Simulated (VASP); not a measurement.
Write the native input for VASP 6.6.1 that does the following.

- Task: single point
- Functional: PBE
- Potentials or basis: VASP PAW PBE potentials, release 64 (Mg, O)
- Cutoff: 520 eV
- k mesh: 9 × 9 × 6
- Occupations: gaussian, width 0.05 eV
- Spin: no spin polarisation
- Dipole correction: no
- Further INCAR settings: ALGO = Normal; EDIFF = 1e-06; NBANDS = 16

The structure of MgO lies in POSCAR:

```
MgO
1.0
    3.2599201346      0.0000000000      0.0000000000
   -1.6299600673      2.8231736508      0.0000000000
    0.0000000000      0.0000000000      5.0360175811
Mg O
2 2
Direct
    0.3333333333      0.6666666667      0.0063188067
    0.6666666667      0.3333333333      0.5063188067
    0.3333333333      0.6666666667      0.3982811933
    0.6666666667      0.3333333333      0.8982811933
```

These files were run (other wordings do the same):

INCAR

```
PREC = Accurate
ENCUT = 520
EDIFF = 1E-6
ISMEAR = 0
SIGMA = 0.05
LREAL = False
LASPH = True
NELM = 100
ALGO = Normal
ISIF = 2
LWAVE = False
LCHARG = False
GGA = PE
NBANDS = 16
```

KPOINTS

```
Automatic mesh
0
Gamma
  9 9 6
```

Potentials or basis: VASP PAW PBE potentials, release 64 (Mg, O).

Run with:

```console
$ cat potpaw_PBE.64/Mg/POTCAR potpaw_PBE.64/O/POTCAR > POTCAR
$ mpirun -np 1 vasp_std > vasp.out
```

It gave:

```yaml
Pressure: 6.0 GPa
Largest_force: 0.032 eV/Å
Band_gap_on_the_k_mesh: 3.67 eV, direct
```

Wall time 12 s on 1 thread of Intel(R) Xeon(R) 6975P-C (Granite Rapids), on a shared host, peak memory 0.17 GiB.
